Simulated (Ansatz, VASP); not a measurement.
**Two plane-wave programs on BaO**

File POSCAR:

```
BaO
1.0
    0.0000000000      2.7718674917      2.7718674917
    2.7718674917      0.0000000000      2.7718674917
    2.7718674917      2.7718674917      0.0000000000
Ba O
1 1
Direct
    0.0000000000      0.0000000000      0.0000000000
    0.5000000000      0.5000000000      0.5000000000
```

INCAR.step1

```
SYSTEM = BaO
PREC = Accurate ; ENCUT = 520
EDIFF = 1E-5 ; ISMEAR = 0
SIGMA = 0.01 ; LREAL = .False.
LASPH = .True. ; NELM = 120
ALGO = Normal ; ISIF = 2
LWAVE = .True. ; GGA = PE
NBANDS = 15 ; GGA_COMPAT = .False.
```

The input INCAR.step2:

```
SYSTEM = BaO
PREC = Accurate ; ENCUT = 520
EDIFF = 1E-6 ; ISMEAR = 0
SIGMA = 0.01 ; LREAL = .False.
LASPH = .True. ; NELM = 120
ALGO = Normal ; ISIF = 2
LWAVE = .False. ; LCHARG = .True.
GGA = PE ; LHFCALC = .True.
AEXX = 0.1 ; HFSCREEN = 0.1
PRECFOCK = Normal ; LELF = .True.
LVHAR = .True. ; ISTART = 1
NBANDS = 15 ; GGA_COMPAT = .False.
```

File KPOINTS:

```
regular mesh
0
Gamma
  4 4 4
  0 0 0
```

Input for Ansatz:

```yaml
crystal:
  lattice:
    - [0.0, 2.7718674917, 2.7718674917]
    - [2.7718674917, 0.0, 2.7718674917]
    - [2.7718674917, 2.7718674917, 0.0]
  atoms:
    - { symbol: Ba, position: [0.0, 0.0, 0.0] }
    - { symbol: O, position: [0.5, 0.5, 0.5] }
kpoints:
  mp_grid: { grid: [4, 4, 4] }
hamiltonian:
  xc: { exchange: pbe, correlation: pbe, exx: { coeff: 0.1, omega: 0.1 } }
  pseudopotentials: { azcp: { folder: soft_1 } }
scf:
  occupations: { method: fixed }
  n_extra_bands: 4
output:
  forces: true
  stress: true
  eigenvalues: true
```

Alike in both runs: task single point; functional PBE-based screened hybrid with a share of 0.1 of exact exchange and HFSCREEN = 0.1; k mesh 4 × 4 × 4; no spin polarisation.

```csv
,VASP,Ansatz
version,VASP 6.6.1,Ansatz 0.2.0
potentials or method,"VASP PAW PBE potentials, release 64 (Ba_sv, O)",plane waves
plane-wave cutoff (eV),520,420
occupations,"gaussian, width 0.01 eV",fixed
valence electrons in the cell,16,16
```

|  | VASP | Ansatz | Ansatz less VASP |
| --- | --- | --- | --- |
| gap on the k mesh at the Fermi level (eV) | 2.62 | 2.69 | +0.065 |
| pressure (GPa) | 2.1 | 0.5 | -1.60 |

VASP's potentials were made for PBE, not for PBE-based screened hybrid. Ansatz's warnings: stress exchange threshold loose, stress scf threshold loose.

The k mesh is coarse, so the values compare programs but aren't converged. Neither program's run includes spin-orbit coupling.
